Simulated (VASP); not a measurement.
# CrCN (P4/mmm) in VASP: a series of runs

The runs below take CrCN through relaxation of cell and atoms, with PBE.

Everything below comes from runs of VASP 6.6.1. Logs are shortened: lines on timing, memory, paths and dates and some standing lists are left out, and cuts for length are marked.

**1. The cell of the first run**

It takes space group P4/mmm (No. 123, tetragonal). The conventional cell has a = 2.859 Å, b = 2.859 Å, c = 3.930 Å, α = 90.00°, β = 90.00°, γ = 90.00°. Within 2.6 Å of Cr (site symmetry 4/mmm) lie 2 C at 1.96 Å and 4 N at 2.02 Å. C (site symmetry 4/mmm) has 2 Cr at 1.96 Å within 2.6 Å. N (site symmetry 4/mmm) has 4 Cr at 2.02 Å within 2.7 Å.

**2. Relaxation of cell and atoms, PBE, collinear spin, ferromagnetic start**

File INCAR:

```
PREC = Accurate
ENCUT = 600
EDIFF = 1E-6
ISMEAR = 0
SIGMA = 0.1
LREAL = F
LASPH = T
NELM = 150
ALGO = Normal
ISIF = 3
LWAVE = F
LCHARG = F
ISPIN = 2
MAGMOM = 3 0 0
LORBIT = 11
LMAXMIX = 4
GGA = PE
IBRION = 2
NSW = 90
EDIFFG = -0.04
```

File KPOINTS:

```
regular mesh
0
Gamma
  6 6 4
```

File POSCAR:

```
CrCN
1.0
    2.8585881400      0.0000000000      0.0000000000
    0.0000000000      2.8585881400      0.0000000000
    0.0000000000      0.0000000000      3.9298831800
Cr C N
1 1 1
Direct
    0.0000000000      0.0000000000      0.0000000000
    0.0000000000      0.0000000000      0.5000000000
    0.5000000000      0.5000000000      0.0000000000
```

Potentials or basis: VASP PAW PBE potentials, release 64 (Cr_pv, C, N).

Command:

```sh
cat potpaw_PBE.64/Cr_pv/POTCAR potpaw_PBE.64/C/POTCAR potpaw_PBE.64/N/POTCAR > POTCAR
mpirun -np 1 vasp_std > vasp.out
```

OUTCAR:

```text
PREC = Accurate
   ENCUT = 600
   EDIFF = 1E-6
   ISMEAR = 0
   LREAL = F
   LASPH = T
   NELM = 150
   ISIF = 3
   ISPIN = 2
   LORBIT = 11
   GGA = PE
   IBRION = 2
   NSW = 90
   EDIFFG = -0.04

 ion  position               nearest neighbor table
   1  0.000  0.000  0.000-   2 1.96   2 1.96   3 2.02   3 2.02   3 2.02   3 2.02
   2  0.000  0.000  0.500-   1 1.96   1 1.96
   3  0.500  0.500  0.000-   1 2.02   1 2.02   1 2.02   1 2.02

  LATTYP: Found a simple tetragonal cell.
 ALAT       =     2.8585881400
 C/A-ratio  =     1.3747636902

  Lattice vectors:

 A1 = (   2.8585881400,   0.0000000000,   0.0000000000)
 A2 = (   0.0000000000,   2.8585881400,   0.0000000000)
 A3 = (   0.0000000000,   0.0000000000,   3.9298831800)

Analysis of symmetry for initial positions (statically):
=====================================================================
 Subroutine PRICEL returns:
 Original cell was already a primitive cell.

 Routine SETGRP: Setting up the symmetry group for a
 simple tetragonal supercell.

 Subroutine GETGRP returns: Found 16 space group operations
 (whereof 16 operations were pure point group operations)
 out of a pool of 16 trial point group operations.

The static configuration has the point symmetry D_4h.

Analysis of symmetry for dynamics (positions and initial velocities):
=====================================================================
 Subroutine PRICEL returns:
 Original cell was already a primitive cell.

 Routine SETGRP: Setting up the symmetry group for a
 simple tetragonal supercell.

 Subroutine GETGRP returns: Found 16 space group operations
 (whereof 16 operations were pure point group operations)
 out of a pool of 16 trial point group operations.

The dynamic configuration has the point symmetry D_4h.

Analysis of structural, dynamic, and magnetic symmetry:
=====================================================================
 Subroutine PRICEL returns:
 Original cell was already a primitive cell.

 Routine SETGRP: Setting up the symmetry group for a
 simple tetragonal supercell.

 Subroutine GETGRP returns: Found 16 space group operations
 (whereof 16 operations were pure point group operations)
 out of a pool of 16 trial point group operations.

The overall configuration has the point symmetry D_4h.

 Subroutine INISYM returns: Found 16 space group operations
 (whereof 16 operations are pure point group operations),
 and found     1 'primitive' translations

----------------------------------------------------------------------------------------

                                     Primitive cell

  volume of cell :      32.1131

  direct lattice vectors                    reciprocal lattice vectors
     2.858588140  0.000000000  0.000000000     0.349823042  0.000000000  0.000000000
     0.000000000  2.858588140  0.000000000     0.000000000  0.349823042  0.000000000
     0.000000000  0.000000000  3.929883180     0.000000000  0.000000000  0.254460490

  length of vectors
     2.858588140  2.858588140  3.929883180     0.349823042  0.349823042  0.254460490

  position of ions in fractional coordinates (direct lattice)
     0.000000000  0.000000000  0.000000000
     0.000000000  0.000000000  0.500000000
     0.500000000  0.500000000  0.000000000

  ion indices of the primitive-cell ions
   primitive index   ion index
                 1           1
                 2           2
                 3           3

----------------------------------------------------------------------------------------

 KPOINTS: regular mesh

Automatic generation of k-mesh.
 Grid dimensions read from file:
 generate k-points for:    6    6    4

 Generating k-lattice:

  Cartesian coordinates                     Fractional coordinates (reciprocal lattice)
     0.058303840  0.000000000  0.000000000     0.166666667  0.000000000  0.000000000
     0.000000000  0.058303840  0.000000000     0.000000000  0.166666667  0.000000000
     0.000000000  0.000000000  0.063615123     0.000000000  0.000000000  0.250000000

  Length of vectors
     0.058303840  0.058303840  0.063615123

  Shift w.r.t. Gamma in fractional coordinates (k-lattice)
     0.000000000  0.000000000  0.000000000

 Subroutine IBZKPT returns following result:
 ===========================================

 Found     30 irreducible k-points:

 Following reciprocal coordinates:
            Coordinates               Weight
  0.000000  0.000000  0.000000      1.000000
  0.166667  0.000000  0.000000      4.000000
  0.333333  0.000000  0.000000      4.000000
  0.500000  0.000000  0.000000      2.000000
  0.166667  0.166667  0.000000      4.000000
  0.333333  0.166667  0.000000      8.000000
[... 16 lines left out ...]
  0.333333  0.000000  0.500000      4.000000
  0.500000  0.000000  0.500000      2.000000
 [... further k-points ...]
   k-points           NKPTS =     30   k-points in BZ     NKDIM =     30   number of bands    NBANDS=     16
   number of dos      NEDOS =    301   number of ions     NIONS =      3
   total plane-waves  NPLWV =  18432
   dimension x,y,z NGX =    24 NGY =   24 NGZ =   32
   dimension x,y,z NGXF=    48 NGYF=   48 NGZF=   64
   ions per type =               1   1   1
   NGX,Y,Z   is equivalent  to a cutoff of  13.96, 13.96, 13.54 a.u.
   NGXF,Y,Z  is equivalent  to a cutoff of  27.92, 27.92, 27.07 a.u.
 SYSTEM =  unknown system
   PREC   = accura    normal or accurate (medium, high low for compatibility)
   ISTART =      0    job   : 0-new  1-cont  2-samecut
   ICHARG =      2    charge: 1-file 2-atom 10-const
   ISPIN  =      2    spin polarized calculation?
   LNONCOLLINEAR =      F non collinear calculations
   LSORBIT =      F    spin-orbit coupling
   LASPH  =      T    aspherical Exc in radial PAW
   ENCUT  =  600.0 eV  44.10 Ry    6.64 a.u.   5.71  5.71  7.85*2*pi/ulx,y,z
   NELM   =    150;   NELMIN=  2; NELMDL= -5     # of ELM steps
   EDIFF  = 0.1E-05   stopping-criterion for ELM
   LREAL  =      F    real-space projection
   EDIFFG = -.4E-01   stopping-criterion for IOM
   NSW    =     90    number of steps for IOM
   IBRION =      2    ionic relax: 0-MD 1-quasi-New 2-CG
   NFREE  =      1    steps in history (QN), initial steepest desc. (CG)
   ISIF   =      3    stress and relaxation
   ISYM   =      2    0-nonsym 1-usesym 2-fastsym
   POTIM  = 0.5000    time-step for ionic-motion
   TEBEG  =    0.0;   TEEND  =   0.0 temperature during run
   PSTRESS=    0.0 pullay stress
   NELECT =      21.0000    total number of electrons
   NUPDOWN=      -1.0000    fix difference up-down
   EMIN   =  10.00;   EMAX   =-10.00  energy-range for DOS
   EFERMI =   0.00;   METHOD = LEGACY
   ISMEAR =     0;   SIGMA  =   0.10  broadening in eV -4-tet -1-fermi 0-gaus
   EFERMI_NEDOS =   21; number of points for ismear=-14 and -15
   IALGO  =     38    algorithm
   IMIX   =      4    mixing-type and parameters
     AMIX     =   0.40;   BMIX     =  1.00
     AMIX_MAG =   1.60;   BMIX_MAG =  1.00
  volume/ion in A,a.u.               =      10.70        72.24
  Fermi-wavevector in a.u.,A,eV,Ry     =   1.420977  2.685257 27.472545  2.019175
  Thomas-Fermi vector in A             =   2.541835
   LORBIT       =     11    0 simple, 1 ext, 2 COOP (PROOUT), +10 PAW based schemes
   GGA     = PE    functional components
   LHFCALC =     F    Hartree Fock is set to
   AEXX    =    0.0000 exact exchange contribution
   IVDW    =     0    specifies the selected vdW correction
   LEPSILON=     F    determine dielectric tensor
   LRPA    =     F    only Hartree local field effects (RPA)
 conjugate gradient relaxation of ions
 spin polarized calculation
 Gauss-broadening in eV      SIGMA  =   0.10
  energy-cutoff  :      600.00
  volume of cell :       32.11
 maximum number of plane-waves:      1096
 NGX is ok and might be reduce to    24
   NGX = 11   NGY = 11   NGZ = 15

--------------------------------------- Ionic step        1  -------------------------------------------

 number of electron      20.9999997 magnetization       0.0065409

 number of electron      20.9999996 magnetization      -0.3645957

 Free energy of the ion-electron system (eV)
  ---------------------------------------------------
  ext. energy  EPLUGINS =         0.00000000
  ---------------------------------------------------
  free energy    TOTEN  =       -23.39096584 eV

  energy without entropy =      -23.37741261  energy(sigma->0) =      -23.38418922

------------------------ aborting loop because EDIFF is reached ----------------------------------------

  FORCE on cell =-STRESS in cart. coord.  units (eV):
  Direction    XX          YY          ZZ          XY          YZ          ZX
  --------------------------------------------------------------------------------------
  -------------------------------------------------------------------------------------
  Total       -4.1875234     -4.1875234     -3.1884436      0.0000000     -0.0000000      0.0000000
  in kB     -208.9224052   -208.9224052   -159.0766745      0.0000000     -0.0000000      0.0000000
  external PRESSURE =    -192.3071616 kB  Pullay stress =       0.0000000 kB
[... 174 lines left out ...]
--------------------------------------- Ionic step        6  -------------------------------------------

 number of electron      20.9999996 magnetization       0.0123204

 Free energy of the ion-electron system (eV)
  ---------------------------------------------------
  ext. energy  EPLUGINS =         0.00000000
  ---------------------------------------------------
  free energy    TOTEN  =       -23.61378322 eV

  energy without entropy =      -23.59582257  energy(sigma->0) =      -23.60480289

 E-fermi :   6.9338     XC(G=0): -12.1707

 val. band max:        6.9271516554   @ k =   0.1667   0.0000   0.0000
 cond. band min:       6.9422302228   @ k =   0.1667   0.0000   0.0000
 fundamental gap:      0.0150785674
 Fermi energy:         6.9337706409

 spin component 1

 k-point     1 :       0.0000    0.0000    0.0000
  band No.  band energies     occupation
      1     -36.9203      1.00000
      2     -36.9203      1.00000
      3     -36.5527      1.00000
      4      -9.7052      1.00000
      5      -3.8711      1.00000
      6       2.1342      1.00000
[... 433 lines left out ...]
      3     -36.5280      1.00000
      4      -7.4047      1.00000
      5      -1.8574      1.00000
      6      -0.7034      1.00000
[... 8 lines left out ...]
     15      12.7767      0.00000
     16      13.2983      0.00000

 [... further k-points ...]

 spin component 2

 k-point     1 :       0.0000    0.0000    0.0000
  band No.  band energies     occupation
      1     -36.9068      1.00000
      2     -36.9068      1.00000
      3     -36.5395      1.00000
      4      -9.7032      1.00000
      5      -3.8723      1.00000
      6       2.1344      1.00000
[... 433 lines left out ...]
      3     -36.5149      1.00000
      4      -7.4025      1.00000
      5      -1.8597      1.00000
      6      -0.6985      1.00000
[... 8 lines left out ...]
     15      12.7828      0.00000
     16      13.3164      0.00000

 [... further k-points ...]
[... 5 lines left out ...]
  --------------------------------------------------------------------------------------
  -------------------------------------------------------------------------------------
  Total        0.0867454      0.0867454      0.0768197      0.0000000      0.0000000      0.0000000
  in kB        4.8185029      4.8185029      4.2671521      0.0000000      0.0000000      0.0000000
  external PRESSURE =       4.6347193 kB  Pullay stress =       0.0000000 kB
[... 18 lines left out ...]
  FREE ENERGIE OF THE ION-ELECTRON SYSTEM (eV)
  ---------------------------------------------------
  free  energy   TOTEN  =       -23.6137832199 eV

  energy  without entropy=      -23.5958225661  energy(sigma->0) =      -23.60480289

 reached required accuracy - stopping structural energy minimisation

 total charge

# of ion       s       p       d       tot
------------------------------------------
    1        0.416   6.544   4.356  11.317
    2        1.004   1.195   0.000   2.198
    3        1.287   2.367   0.000   3.654
--------------------------------------------------
tot          2.707  10.106   4.356  17.169

 magnetization (x)

# of ion       s       p       d       tot
------------------------------------------
    1        0.000   0.000   0.013   0.013
    2       -0.000  -0.001   0.000  -0.001
    3        0.000   0.001   0.000   0.001
--------------------------------------------------
tot         -0.000   0.000   0.013   0.013
```

Run time: 2.1 min. Hardware: 1 thread of Intel Xeon 6975P-C, shared host; peak memory 0.19 GiB.

Results:

```yaml
Free_energy: -23.6138 eV
Relaxed_volume: 9.61 Å³/atom
Relaxed_cell: a = 2.737 Å, b = 2.737 Å, c = 3.851 Å, α = 90.00°, β = 90.00°, γ = 90.00°
Space_group_after_relaxing_to_0.05_Å: P4/mmm (No. 123)
Energy_gained_by_relaxing: 74.3 meV/atom
Ionic_steps: 6
Pressure_after_relaxing: 0.5 GPa
Net_moment: 0.01 μB per cell
Valence_electrons_inside_the_program's_atomic_spheres: Cr 11.32; C 2.20; N 3.65
```

The path:
```
step  energy change (eV)  largest force (eV/Å)  pressure (GPa)  volume (Å³)
   1              0.0000                0.0000          -19.23        32.11
   2             -0.0481                0.0000           25.05        26.50
   3             -0.2180                0.0000           -0.32        28.92
   4             -0.2181                0.0000            0.50        28.85
   5             -0.2227                0.0000            0.52        28.84
   6             -0.2228                0.0000            0.46        28.84
```

Final structure:
```
CELL_PARAMETERS angstrom
2.73677 0.00000 0.00000
0.00000 2.73677 0.00000
0.00000 0.00000 3.85096
ATOMIC_POSITIONS crystal
Cr 0.00000 0.00000 0.00000
C 0.00000 0.00000 0.50000
N 0.50000 0.50000 0.00000
```

Levels at points of the mesh, in eV from the Fermi level:
Spin up:
```
           k point  band 8  band 9  band 10  band 11  band 12  band 13  band 14  band 15
(0.00, 0.00, 0.00)   -2.00   -2.00    -0.28    -0.06    -0.06     1.57     2.15     2.61
(0.50, 0.00, 0.00)   -4.69   -2.36    -0.68     0.15     0.78     2.18     2.83     3.86
(0.50, 0.50, 0.00)   -1.75   -1.45    -1.45    -0.31    -0.31     0.45     0.99     2.12
(0.00, 0.00, 0.50)   -1.81   -1.81    -1.63    -1.14    -1.14    -0.28     4.05     4.05
(0.50, 0.00, 0.50)   -5.66   -4.35    -0.76     0.94     0.95     2.13     4.42     5.84
(0.50, 0.50, 0.50)   -3.96   -3.92    -3.92    -2.32     0.99     2.17     2.17     2.57
```
Spin down:
```tsv
k point	band 6	band 7	band 8	band 9	band 10	band 11	band 12	band 13	band 14	band 15
(0.00, 0.00, 0.00)	-4.80	-2.97	-1.99	-1.99	-0.27	-0.04	-0.04	1.57	2.15	2.60
(0.50, 0.00, 0.00)	-7.07	-5.68	-4.68	-2.37	-0.68	0.16	0.79	2.19	2.83	3.87
(0.50, 0.50, 0.00)	-5.30	-5.30	-1.76	-1.44	-1.44	-0.31	-0.31	0.45	1.00	2.12
(0.00, 0.00, 0.50)	-4.85	-2.92	-1.81	-1.81	-1.63	-1.13	-1.13	-0.27	4.05	4.05
(0.50, 0.00, 0.50)	-7.63	-6.72	-5.66	-4.35	-0.75	0.94	0.95	2.14	4.42	5.85
(0.50, 0.50, 0.50)	-4.61	-4.61	-3.95	-3.92	-3.92	-2.32	1.01	2.18	2.18	2.58
```

Caveat: the k points lie up to 0.41 Å⁻¹ apart in the final cell; the starting moments collapsed, and a magnetic state may lie lower. With open d or f shells a metallic result of PBE can be an artefact of self-interaction; +U or a hybrid may open a gap.

(Continued in part 2 of 2.)
